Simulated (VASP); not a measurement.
# ZrB (Fm-3m) in VASP: notebook, part 2 of 2

VASP 6.6.1. The steps go on from the part before.

## (3) Single point, r2SCAN

This run uses another cell than the first one, of 14.79 Å³/atom.

POSCAR

```
ZrB
1.0
    0.0000000000      2.4546525569      2.4546525569
    2.4546525569      0.0000000000      2.4546525569
    2.4546525569      2.4546525569      0.0000000000
Zr B
1 1
Direct
    0.5000000000      0.5000000000      0.5000000000
    0.0000000000      0.0000000000      0.0000000000
```

INCAR.step1

```
SYSTEM = ZrB
PREC = Accurate
ENCUT = 520
ISMEAR = 0
SIGMA = 0.05
LREAL = .FALSE.
LASPH = .TRUE.
NELM = 80
NBANDS = 14
GGA = PE
ALGO = Normal
EDIFF = 1E-4
LWAVE = .TRUE.
LCHARG = .FALSE.
```

INCAR.step2

```
SYSTEM = ZrB
PREC = Accurate
ENCUT = 520
EDIFF = 1E-6
ISMEAR = 0
SIGMA = 0.05
LREAL = .FALSE.
LASPH = .TRUE.
NELM = 80
ALGO = Normal
ISIF = 2
LWAVE = .FALSE.
LCHARG = .TRUE.
METAGGA = R2SCAN
LMIXTAU = .TRUE.
LELF = .TRUE.
LVHAR = .TRUE.
NBANDS = 14
ISTART = 1
```

KPOINTS

```
Automatic mesh
0
G
  12 12 12
  0 0 0
```

Potentials or basis: VASP PAW PBE potentials, release 64 (Zr_sv, B).

Run with:

```bash
$ cat potpaw_PBE.64/Zr_sv/POTCAR potpaw_PBE.64/B/POTCAR > POTCAR
$ cp INCAR.step1 INCAR
$ mpirun -np 1 vasp_std > vasp.out
$ cp INCAR.step2 INCAR
$ mpirun -np 1 vasp_std > vasp.out
```

OUTCAR:

```text
SYSTEM = ZrB
   PREC = Accurate
   ENCUT = 520
   EDIFF = 1E-6
   ISMEAR = 0
   LREAL = .FALSE.
   LASPH = .TRUE.
   NELM = 80
   ISIF = 2
   METAGGA = R2SCAN
   ISTART = 1

 ion  position               nearest neighbor table
   1  0.500  0.500  0.500-   2 2.45   2 2.45   2 2.45   2 2.45   2 2.45   2 2.45
   2  0.000  0.000  0.000-   1 2.45   1 2.45   1 2.45   1 2.45   1 2.45   1 2.45

  LATTYP: Found a face centered cubic cell.
 ALAT       =     4.9093051138

  Lattice vectors:

[... 597 lines left out ...]

  FORCE on cell =-STRESS in cart. coord.  units (eV):
  Direction    XX          YY          ZZ          XY          YZ          ZX
  --------------------------------------------------------------------------------------
  -------------------------------------------------------------------------------------
  Total        0.0477377      0.0477377      0.0477377      0.0000000      0.0000000      0.0000000
  in kB        2.5856652      2.5856652      2.5856652      0.0000000      0.0000000      0.0000000
  external PRESSURE =       2.5856652 kB  Pullay stress =       0.0000000 kB

 VOLUME and BASIS-vectors are now :
 -----------------------------------------------------------------------------
  energy-cutoff  :      520.00
  volume of cell :       29.58
      direct lattice vectors                 reciprocal lattice vectors
     0.000000000  2.454652557  2.454652557    -0.203694816  0.203694816  0.203694816
     2.454652557  0.000000000  2.454652557     0.203694816 -0.203694816  0.203694816
     2.454652557  2.454652557  0.000000000     0.203694816  0.203694816 -0.203694816

 POSITION                                       TOTAL-FORCE (eV/Angst)
 -----------------------------------------------------------------------------------
      2.45465      2.45465      2.45465         0.000000      0.000000      0.000000
      0.00000      0.00000      0.00000        -0.000000     -0.000000     -0.000000
 -----------------------------------------------------------------------------------
    total drift:                                0.000000      0.000000      0.000000

  FREE ENERGIE OF THE ION-ELECTRON SYSTEM (eV)
  ---------------------------------------------------
  free  energy   TOTEN  =       -30.9852376948 eV

  energy  without entropy=      -30.9845435402  energy(sigma->0) =      -30.98489062
```

OUTCAR.step1:

```text
SYSTEM = ZrB
   PREC = Accurate
   ENCUT = 520
   ISMEAR = 0
   LREAL = .FALSE.
   LASPH = .TRUE.
[... 630 lines left out ...]
      2.45465      2.45465      2.45465        -0.000000     -0.000000     -0.000000
      0.00000      0.00000      0.00000         0.000000      0.000000      0.000000
 -----------------------------------------------------------------------------------
    total drift:                                0.000000      0.000000      0.000000

  FREE ENERGIE OF THE ION-ELECTRON SYSTEM (eV)
  ---------------------------------------------------
  free  energy   TOTEN  =       -16.0084188951 eV

  energy  without entropy=      -16.0073587369  energy(sigma->0) =      -16.00788882
```

OSZICAR.step1:

```text
N       E                     dE             d eps       ncg     rms          rms(c)
DAV:   1     0.927174608780E+02    0.92717E+02   -0.77967E+03  2024   0.102E+03
DAV:   2    -0.123728091989E+02   -0.10509E+03   -0.10042E+03  2466   0.278E+02
DAV:   3    -0.176757999623E+02   -0.53030E+01   -0.52460E+01  3424   0.518E+01
DAV:   4    -0.179039368522E+02   -0.22814E+00   -0.22810E+00  2354   0.633E+00
DAV:   5    -0.179061607910E+02   -0.22239E-02   -0.22238E-02  2816   0.700E-01    0.168E+01
DAV:   6    -0.160115929351E+02    0.18946E+01   -0.29050E+00  2328   0.145E+01    0.564E+00
DAV:   7    -0.160079645931E+02    0.36283E-02   -0.25506E-01  2820   0.350E+00    0.267E+00
DAV:   8    -0.160087824837E+02   -0.81789E-03   -0.32688E-02  2534   0.149E+00    0.291E-01
DAV:   9    -0.160083036148E+02    0.47887E-03   -0.27188E-03  2464   0.306E-01    0.145E-01
DAV:  10    -0.160084242950E+02   -0.12068E-03   -0.42974E-04  2322   0.228E-01    0.312E-02
DAV:  11    -0.160084188951E+02    0.53999E-05   -0.19017E-05  1158   0.382E-02
   1 F= -.16008419E+02 E0= -.16007889E+02  d E =-.106016E-02
```

Wall time 3.9 min (1 thread of Intel Xeon 8259CL, shared host); peak memory 0.18 GiB.

Results:

```
Free energy            : -30.9852 eV
Pressure               : 0.3 GPa
Band gap on the k mesh : zero (an odd number of electrons rules out a gap without spin polarisation)
```

Levels at points of the mesh, in eV from the Fermi level:
```tsv
k point	band 4	band 5	band 6	band 7	band 8	band 9	band 10	band 11	band 12	band 13
(0.00, 0.00, 0.00)	-26.27	-8.61	2.01	2.01	2.01	3.29	3.29	3.60	3.60	3.60
(0.50, 0.00, 0.00)	-26.33	-4.65	-3.96	-1.21	-1.21	5.17	5.17	6.52	7.82	11.89
(0.50, 0.50, 0.00)	-26.46	-6.60	-0.94	-0.68	2.12	2.12	4.73	6.12	6.12	9.04
```

Caveat: the PAW data sets were made with another functional, which shifts forces and pressure a little.

## (4) Single point, r2SCAN (14.85 Å³/atom)

This run uses another cell than the first one, of 14.85 Å³/atom.

POSCAR

```
ZrB
1.0
    0.0000000000      2.4579210728      2.4579210728
    2.4579210728      0.0000000000      2.4579210728
    2.4579210728      2.4579210728      0.0000000000
Zr B
1 1
Direct
    0.5000000000      0.5000000000      0.5000000000
    0.0000000000      0.0000000000      0.0000000000
```

INCAR.step1

```
SYSTEM = ZrB
PREC     = Accurate       ! precision mode
ENCUT    = 520            ! plane-wave cutoff, eV
ISMEAR   = 0              ! smearing method
SIGMA    = 0.05           ! smearing width, eV
LREAL    = .False.        ! projectors in reciprocal space
LASPH    = .True.         ! aspherical terms in the spheres
NELM     = 100            ! most SCF steps
NBANDS   = 14             ! bands
GGA      = PE             ! functional
ALGO     = Normal         ! electronic algorithm
EDIFF    = 1E-4           ! SCF threshold, eV
LWAVE    = .True.         ! write WAVECAR
LCHARG   = .False.        ! write CHGCAR
```

INCAR.step2

```
SYSTEM = ZrB
PREC     = Accurate       ! precision mode
ENCUT    = 520            ! plane-wave cutoff, eV
EDIFF    = 1E-6           ! SCF threshold, eV
ISMEAR   = 0              ! smearing method
SIGMA    = 0.05           ! smearing width, eV
LREAL    = .False.        ! projectors in reciprocal space
LASPH    = .True.         ! aspherical terms in the spheres
NELM     = 100            ! most SCF steps
ALGO     = Normal         ! electronic algorithm
ISIF     = 2              ! what is computed and relaxed
LWAVE    = .False.        ! write WAVECAR
LCHARG   = .True.         ! write CHGCAR
METAGGA  = R2SCAN         ! meta-GGA
LMIXTAU  = .True.       
LELF     = .True.         ! ELF
LVHAR    = .True.       
NBANDS   = 14             ! bands
ISTART   = 1
```

KPOINTS

```
Automatic mesh
0
Gamma
  12 12 12
  0 0 0
```

Run with:

```bash
$ cat potpaw_PBE.64/Zr_sv/POTCAR potpaw_PBE.64/B/POTCAR > POTCAR
$ cp INCAR.step1 INCAR
$ mpirun -np 1 vasp_std > vasp.out
$ cp INCAR.step2 INCAR
$ mpirun -np 1 vasp_std > vasp.out
```

It took 3.9 min on 1 thread of Intel Xeon 8259CL, shared host; peak memory 0.18 GiB.

The run converged. Its results:

| Property | Result |
| --- | --- |
| Free energy | -30.9852 eV |
| Pressure | -0.4 GPa |
| Band gap on the k mesh | zero (an odd number of electrons rules out a gap without spin polarisation) |

Levels at points of the mesh, in eV from the Fermi level:
| k point | band 5 | band 6 | band 7 | band 8 | band 9 | band 10 | band 11 | band 12 |
| --- | --- | --- | --- | --- | --- | --- | --- | --- |
| (0.00, 0.00, 0.00) | -8.60 | 2.00 | 2.00 | 2.00 | 3.28 | 3.28 | 3.59 | 3.59 |
| (0.50, 0.00, 0.00) | -4.66 | -3.95 | -1.21 | -1.21 | 5.15 | 5.15 | 6.49 | 7.80 |
| (0.50, 0.50, 0.00) | -6.59 | -0.95 | -0.68 | 2.11 | 2.11 | 4.71 | 6.09 | 6.09 |

Caveat: the PAW data sets were made with another functional, which shifts forces and pressure a little.

## (5) Summary

```tsv
cell	gap on the mesh (eV)	pressure (GPa)
a = 3.450 Å, angles 60.0°, 2 atoms	none	3.5
a = 3.471 Å, angles 60.0°, 2 atoms	none	0.3
a = 3.476 Å, angles 60.0°, 2 atoms	none	-0.4
```

Alike in all rows: task single point; level r2SCAN; potentials or basis VASP PAW PBE potentials, release 64 (Zr_sv, B); no spin polarisation; k mesh 12 × 12 × 12; cutoff (eV) 520; smearing gaussian 0.05 eV.

Caveats: the PAW data sets were made with another functional, which shifts forces and pressure a little; the cell stands under pressure (at least some runs).

Total energies depend on the potentials used, so only differences within one code and one set of settings carry meaning.
